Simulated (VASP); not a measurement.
# CaHN (I4mm) in VASP: a series of runs

Runs on CaHN. Level: LDA. Tasks: single point.

Everything below comes from runs of VASP 6.6.1. Logs are shortened: lines on timing, memory, paths and dates and some standing lists are left out, and cuts for length are marked.

## Step 1: The cell of the first run

The structure is tetragonal, space group I4mm (No. 107). Conventional cell: a = 3.528 Å, b = 3.528 Å, c = 5.678 Å, α = 90.00°, β = 90.00°, γ = 90.00°. Ca (site symmetry 4mm) has 5 N at 2.31 to 2.55 Å and 5 H at 2.34 to 2.54 Å within 3.1 Å. Within 1.4 Å of H (site symmetry 4mm) lie 1 N at 1.03 Å. Within 1.4 Å of N (site symmetry 4mm) lie 1 H at 1.03 Å.

## Step 2: Single point, LDA

File INCAR:

```
PREC = Accurate ; ENCUT = 520
EDIFF = 1E-6 ; ISMEAR = 0
SIGMA = 0.01 ; LREAL = F
LASPH = T ; NELM = 100
ALGO = Normal ; ISIF = 2
LWAVE = F ; LCHARG = F
GGA = CA ; NBANDS = 15
```

File KPOINTS:

```
Automatic mesh
0
Gamma
  7 7 7
```

File POSCAR:

```
CaHN
1.0
   -1.7640407200      1.7640407200      2.8390341100
    1.7640407200     -1.7640407200      2.8390341100
    1.7640407200      1.7640407200     -2.8390341100
Ca H N
1 1 1
Direct
    0.0517159100      0.0517159100      0.0000000000
    0.6399354400      0.6399354400      0.0000000000
    0.4583496500      0.4583496500      0.0000000000
```

Potentials or basis: VASP PAW LDA potentials, release 64 (Ca_sv, H, N).

On the command line:

```bash
$ cat potpaw_LDA.64/Ca_sv/POTCAR potpaw_LDA.64/H/POTCAR potpaw_LDA.64/N/POTCAR > POTCAR
$ mpirun -np 1 vasp_std > vasp.out
```

OUTCAR:

```text
PREC = Accurate
   ENCUT = 520
   EDIFF = 1E-6
   ISMEAR = 0
   LREAL = F
   LASPH = T
   NELM = 100
   ISIF = 2
   GGA = CA

 ion  position               nearest neighbor table
   1  0.052  0.052  0.000-   3 2.31
   2  0.640  0.640  0.000-   3 1.03
   3  0.458  0.458  0.000-   2 1.03   1 2.31

  LATTYP: Found a body centered tetragonal cell.
 ALAT       =     3.5280814400
 C/A-ratio  =     1.6093926165

  Lattice vectors:

 A1 = (  -1.7640407200,   1.7640407200,   2.8390341100)
 A2 = (   1.7640407200,  -1.7640407200,   2.8390341100)
 A3 = (   1.7640407200,   1.7640407200,  -2.8390341100)

Analysis of symmetry for initial positions (statically):
=====================================================================
 Subroutine PRICEL returns:
 Original cell was already a primitive cell.

 Routine SETGRP: Setting up the symmetry group for a
 body centered tetragonal supercell.

 Subroutine GETGRP returns: Found  8 space group operations
 (whereof  8 operations were pure point group operations)
 out of a pool of 16 trial point group operations.

The static configuration has the point symmetry C_4v.

Analysis of symmetry for dynamics (positions and initial velocities):
=====================================================================
 Subroutine PRICEL returns:
 Original cell was already a primitive cell.

 Routine SETGRP: Setting up the symmetry group for a
 body centered tetragonal supercell.

 Subroutine GETGRP returns: Found  8 space group operations
 (whereof  8 operations were pure point group operations)
 out of a pool of 16 trial point group operations.

The dynamic configuration has the point symmetry C_4v.

 Subroutine INISYM returns: Found  8 space group operations
 (whereof  8 operations are pure point group operations),
 and found     1 'primitive' translations

----------------------------------------------------------------------------------------

                                     Primitive cell

  volume of cell :      35.3385

  direct lattice vectors                    reciprocal lattice vectors
    -1.764040720  1.764040720  2.839034110     0.000000000  0.283440169  0.176116236
     1.764040720 -1.764040720  2.839034110     0.283440169  0.000000000  0.176116236
     1.764040720  1.764040720 -2.839034110     0.283440169  0.283440169  0.000000000

  length of vectors
     3.779390692  3.779390692  3.779390692     0.333699353  0.333699353  0.400844931

  position of ions in fractional coordinates (direct lattice)
     0.051715910  0.051715910  0.000000000
     0.639935440  0.639935440  0.000000000
     0.458349650  0.458349650  0.000000000

  ion indices of the primitive-cell ions
   primitive index   ion index
                 1           1
                 2           2
                 3           3

----------------------------------------------------------------------------------------

 KPOINTS: Automatic mesh

Automatic generation of k-mesh.
 Grid dimensions read from file:
 generate k-points for:    7    7    7

 Generating k-lattice:

  Cartesian coordinates                     Fractional coordinates (reciprocal lattice)
     0.000000000  0.040491453  0.025159462     0.142857143  0.000000000  0.000000000
     0.040491453  0.000000000  0.025159462     0.000000000  0.142857143  0.000000000
     0.040491453  0.040491453  0.000000000     0.000000000  0.000000000  0.142857143

  Length of vectors
     0.047671336  0.047671336  0.057263562

  Shift w.r.t. Gamma in fractional coordinates (k-lattice)
     0.000000000  0.000000000  0.000000000

 Subroutine IBZKPT returns following result:
 ===========================================

 Found     40 irreducible k-points:

 Following reciprocal coordinates:
            Coordinates               Weight
  0.000000  0.000000  0.000000      1.000000
  0.142857  0.000000 -0.000000      8.000000
  0.285714  0.000000 -0.000000      8.000000
  0.428571  0.000000  0.000000      8.000000
  0.142857  0.142857 -0.000000      8.000000
  0.285714  0.142857 -0.000000     16.000000
[... 16 lines left out ...]
 -0.142857  0.285714  0.142857      8.000000
 -0.428571  0.428571  0.142857      8.000000
 [... further k-points ...]
   k-points           NKPTS =     40   k-points in BZ     NKDIM =     40   number of bands    NBANDS=     15
   number of dos      NEDOS =    301   number of ions     NIONS =      3
   total plane-waves  NPLWV =  21952
   dimension x,y,z NGX =    28 NGY =   28 NGZ =   28
   dimension x,y,z NGXF=    56 NGYF=   56 NGZF=   56
   ions per type =               1   1   1
   NGX,Y,Z   is equivalent  to a cutoff of  12.32, 12.32, 12.32 a.u.
   NGXF,Y,Z  is equivalent  to a cutoff of  24.63, 24.63, 24.63 a.u.
 SYSTEM =  unknown system
   PREC   = accura    normal or accurate (medium, high low for compatibility)
   ISTART =      0    job   : 0-new  1-cont  2-samecut
   ICHARG =      2    charge: 1-file 2-atom 10-const
   ISPIN  =      1    spin polarized calculation?
   LNONCOLLINEAR =      F non collinear calculations
   LSORBIT =      F    spin-orbit coupling
   LASPH  =      T    aspherical Exc in radial PAW
   ENCUT  =  520.0 eV  38.22 Ry    6.18 a.u.   7.03  7.03  7.03*2*pi/ulx,y,z
   NELM   =    100;   NELMIN=  2; NELMDL= -5     # of ELM steps
   EDIFF  = 0.1E-05   stopping-criterion for ELM
   LREAL  =      F    real-space projection
   EDIFFG = 0.1E-04   stopping-criterion for IOM
   NSW    =      0    number of steps for IOM
   IBRION =     -1    ionic relax: 0-MD 1-quasi-New 2-CG
   NFREE  =      0    steps in history (QN), initial steepest desc. (CG)
   ISIF   =      2    stress and relaxation
   ISYM   =      2    0-nonsym 1-usesym 2-fastsym
   POTIM  = 0.5000    time-step for ionic-motion
   TEBEG  =    0.0;   TEEND  =   0.0 temperature during run
   PSTRESS=    0.0 pullay stress
   NELECT =      16.0000    total number of electrons
   NUPDOWN=      -1.0000    fix difference up-down
   EMIN   =  10.00;   EMAX   =-10.00  energy-range for DOS
   EFERMI =   0.00;   METHOD = LEGACY
   ISMEAR =     0;   SIGMA  =   0.01  broadening in eV -4-tet -1-fermi 0-gaus
   EFERMI_NEDOS =   21; number of points for ismear=-14 and -15
   IALGO  =     38    algorithm
   IMIX   =      4    mixing-type and parameters
     AMIX     =   0.40;   BMIX     =  1.00
     AMIX_MAG =   1.60;   BMIX_MAG =  1.00
  volume/ion in A,a.u.               =      11.78        79.49
  Fermi-wavevector in a.u.,A,eV,Ry     =   1.257088  2.375551 21.500869  1.580269
  Thomas-Fermi vector in A             =   2.390764
   LORBIT       =      0    0 simple, 1 ext, 2 COOP (PROOUT), +10 PAW based schemes
   GGA     = CA    functional components
   LHFCALC =     F    Hartree Fock is set to
   AEXX    =    0.0000 exact exchange contribution
   IVDW    =     0    specifies the selected vdW correction
   LEPSILON=     F    determine dielectric tensor
   LRPA    =     F    only Hartree local field effects (RPA)
 non-spin polarized calculation
 Gauss-broadening in eV      SIGMA  =   0.01
  energy-cutoff  :      520.00
  volume of cell :       35.34
 maximum number of plane-waves:       967
   NGX = 15   NGY = 15   NGZ = 15

 number of electron      15.9999998 magnetization

 Free energy of the ion-electron system (eV)
  ---------------------------------------------------
  ext. energy  EPLUGINS =         0.00000000
  ---------------------------------------------------
  free energy    TOTEN  =       -17.37325335 eV

  energy without entropy =      -17.37325335  energy(sigma->0) =      -17.37325335

 E-fermi :   2.5356     XC(G=0): -10.3048

 val. band max:        2.3998855218   @ k =   0.0000   0.0000   0.0000
 cond. band min:       4.4922758345   @ k =   0.0000   0.0000   0.0000
 fundamental gap:      2.0923903127
 Fermi energy:         2.5355530568

 k-point     1 :       0.0000    0.0000    0.0000
  band No.  band energies     occupation
      1     -36.1001      2.00000
      2     -17.4191      2.00000
      3     -17.2657      2.00000
      4     -17.2657      2.00000
      5     -11.6385      2.00000
      6      -1.1686      2.00000
      7       2.3999      2.00000
      8       2.3999      2.00000
      9       4.4923      0.00000
     10       6.6316      0.00000
     11       7.7252      0.00000
     12       7.7252      0.00000
     13       7.7834      0.00000
     14       8.7058      0.00000
     15      14.3408      0.00000

 k-point     2 :       0.1429    0.0000   -0.0000
  band No.  band energies     occupation
      1     -36.0919      2.00000
      2     -17.4623      2.00000
      3     -17.3379      2.00000
      4     -17.2664      2.00000
      5     -11.4710      2.00000
      6      -1.4082      2.00000
      7       1.7713      2.00000
      8       2.2275      2.00000
      9       5.2223      0.00000
     10       6.7298      0.00000
     11       7.3705      0.00000
     12       7.6358      0.00000
     13       8.7431      0.00000
     14       9.3628      0.00000
     15      14.8286      0.00000

 k-point     3 :       0.2857    0.0000   -0.0000
  band No.  band energies     occupation
      1     -36.0734      2.00000
      2     -17.6357      2.00000
      3     -17.4078      2.00000
      4     -17.2679      2.00000
      5     -11.1008      2.00000
      6      -1.9397      2.00000
      7       0.9068      2.00000
      8       1.8521      2.00000
      9       5.9953      0.00000
     10       7.3545      0.00000
     11       8.0275      0.00000
     12       8.0610      0.00000
     13       9.7211      0.00000
     14      10.2566      0.00000
     15      14.1607      0.00000
[... 343 lines left out ...]
 k-point    23 :      -0.1429    0.2857    0.1429
  band No.  band energies     occupation
      1     -36.0617      2.00000
      2     -17.6986      2.00000
      3     -17.4897      2.00000
      4     -17.2630      2.00000
      5     -10.9161      2.00000
      6      -1.7927      2.00000
      7       0.2358      2.00000
      8       1.6205      2.00000
      9       5.6199      0.00000
     10       7.6031      0.00000
     11       8.1493      0.00000
     12       9.1138      0.00000
     13      10.3695      0.00000
     14      10.8199      0.00000
     15      13.4723      0.00000

 k-point    24 :      -0.4286    0.4286    0.1429
  band No.  band energies     occupation
      1     -36.0418      2.00000
      2     -17.6005      2.00000
      3     -17.5559      2.00000
      4     -17.4282      2.00000
      5     -11.0421      2.00000
      6      -1.6814      2.00000
      7       0.7220      2.00000
      8       1.3340      2.00000
      9       5.5709      0.00000
     10       7.1379      0.00000
     11       9.0877      0.00000
     12       9.4929      0.00000
     13      10.0055      0.00000
     14      11.8672      0.00000
     15      12.6098      0.00000

 [... further k-points ...]

------------------------ aborting loop because EDIFF is reached ----------------------------------------

  FORCE on cell =-STRESS in cart. coord.  units (eV):
  Direction    XX          YY          ZZ          XY          YZ          ZX
  --------------------------------------------------------------------------------------
  -------------------------------------------------------------------------------------
  Total       -1.0442679     -1.0442679     -0.7506104      0.0000000      0.0000000      0.0000000
  in kB      -47.3450639    -47.3450639    -34.0312083      0.0000000      0.0000000      0.0000000
  external PRESSURE =     -42.9071120 kB  Pullay stress =       0.0000000 kB

 VOLUME and BASIS-vectors are now :
 -----------------------------------------------------------------------------
  energy-cutoff  :      520.00
  volume of cell :       35.34
      direct lattice vectors                 reciprocal lattice vectors
    -1.764040720  1.764040720  2.839034110     0.000000000  0.283440169  0.176116236
     1.764040720 -1.764040720  2.839034110     0.283440169  0.000000000  0.176116236
     1.764040720  1.764040720 -2.839034110     0.283440169  0.283440169  0.000000000

 POSITION                                       TOTAL-FORCE (eV/Angst)
 -----------------------------------------------------------------------------------
      0.00000      0.00000      0.29365         0.000000      0.000000      0.140825
      0.00000      0.00000      3.63360         0.000000      0.000000      0.401798
      0.00000      0.00000      2.60254        -0.000000     -0.000000     -0.542623
 -----------------------------------------------------------------------------------
    total drift:                               -0.000000     -0.000000      0.000188

  FREE ENERGIE OF THE ION-ELECTRON SYSTEM (eV)
  ---------------------------------------------------
  free  energy   TOTEN  =       -17.3732533516 eV

  energy  without entropy=      -17.3732533516  energy(sigma->0) =      -17.37325335
```

Wall time 34 s (1 thread of Intel Xeon 8259CL, shared host); peak memory 0.15 GiB.

Results:

| Quantity | Value |
| --- | --- |
| Free energy | -17.3733 eV |
| Pressure | -4.3 GPa |
| Largest force | 0.543 eV/Å |
| Band gap on the k mesh | 2.09 eV, direct |

Forces on the atoms (eV/Å):
```
Ca   0.000  0.000  0.141
H    0.000  0.000  0.402
N    0.000  0.000 -0.543
```

Levels at points of the mesh, in eV from the valence-band top:
| k point | band 6 | band 7 | band 8 | band 9 | band 10 | band 11 |
| --- | --- | --- | --- | --- | --- | --- |
| (0.00, 0.00, 0.00) | -3.57 | 0.00 | 0.00 | 2.09 | 4.23 | 5.33 |

LDA gaps usually lie below the measured ones, often by a third to a half.

## Step 3: Single point, LDA

File INCAR:

```
SYSTEM = CaHN
PREC = Accurate ; ENCUT = 520
EDIFF = 1E-7 ; ISMEAR = 0
SIGMA = 0.01 ; LREAL = .False.
LASPH = .True. ; NELM = 100
ALGO = Normal ; ISIF = 2
LWAVE = .False. ; LCHARG = .False.
GGA = CA ; NBANDS = 15
```

File KPOINTS:

```
Automatic mesh
0
Gamma
  9 9 9
  0 0 0
```

POSCAR is that of step 2.

Potentials or basis: VASP PAW LDA potentials, release 64 (Ca_sv, H, N).

On the command line:

```bash
$ cat potpaw_LDA.64/Ca_sv/POTCAR potpaw_LDA.64/H/POTCAR potpaw_LDA.64/N/POTCAR > POTCAR
$ mpirun -np 1 vasp_std > vasp.out
```

OUTCAR:

```text
SYSTEM = CaHN
   PREC = Accurate
   ENCUT = 520
   EDIFF = 1E-7
   ISMEAR = 0
   LREAL = .False.
   LASPH = .True.
   NELM = 100
   ISIF = 2
   GGA = CA

 ion  position               nearest neighbor table
   1  0.052  0.052  0.000-   3 2.31
   2  0.640  0.640  0.000-   3 1.03
   3  0.458  0.458  0.000-   2 1.03   1 2.31

  LATTYP: Found a body centered tetragonal cell.
 ALAT       =     3.5280814400
 C/A-ratio  =     1.6093926165

  Lattice vectors:

[... 622 lines left out ...]

  FORCE on cell =-STRESS in cart. coord.  units (eV):
  Direction    XX          YY          ZZ          XY          YZ          ZX
  --------------------------------------------------------------------------------------
  -------------------------------------------------------------------------------------
  Total       -1.0404892     -1.0404892     -0.7460971      0.0000000      0.0000000      0.0000000
  in kB      -47.1737456    -47.1737456    -33.8265820      0.0000000      0.0000000      0.0000000
  external PRESSURE =     -42.7246911 kB  Pullay stress =       0.0000000 kB

 VOLUME and BASIS-vectors are now :
 -----------------------------------------------------------------------------
  energy-cutoff  :      520.00
  volume of cell :       35.34
      direct lattice vectors                 reciprocal lattice vectors
    -1.764040720  1.764040720  2.839034110     0.000000000  0.283440169  0.176116236
     1.764040720 -1.764040720  2.839034110     0.283440169  0.000000000  0.176116236
     1.764040720  1.764040720 -2.839034110     0.283440169  0.283440169  0.000000000

 POSITION                                       TOTAL-FORCE (eV/Angst)
 -----------------------------------------------------------------------------------
      0.00000      0.00000      0.29365         0.000000      0.000000      0.140943
      0.00000      0.00000      3.63360        -0.000000     -0.000000      0.400532
      0.00000      0.00000      2.60254        -0.000000     -0.000000     -0.541475
 -----------------------------------------------------------------------------------
    total drift:                               -0.000000     -0.000000     -0.000087

  FREE ENERGIE OF THE ION-ELECTRON SYSTEM (eV)
  ---------------------------------------------------
  free  energy   TOTEN  =       -17.3733688604 eV

  energy  without entropy=      -17.3733688604  energy(sigma->0) =      -17.37336886
```

Wall time 72 s (1 thread of Intel Xeon 8259CL, shared host); peak memory 0.17 GiB.

What came out:

- Free energy: -17.3734 eV
- Pressure: -4.3 GPa
- Largest force: 0.541 eV/Å
- Band gap on the k mesh: 2.09 eV, direct

Forces in eV/Å, atoms in the order of the input:
```
Ca   0.000  0.000  0.141
H    0.000  0.000  0.401
N    0.000  0.000 -0.541
```

Stress tensor (GPa, compression positive):
```
-4.72  0.00  0.00
 0.00 -4.72  0.00
 0.00  0.00 -3.38
```

A k mesh can miss the band edges. Expect the measured gap to be larger: semilocal functionals such as LDA lack the derivative discontinuity.
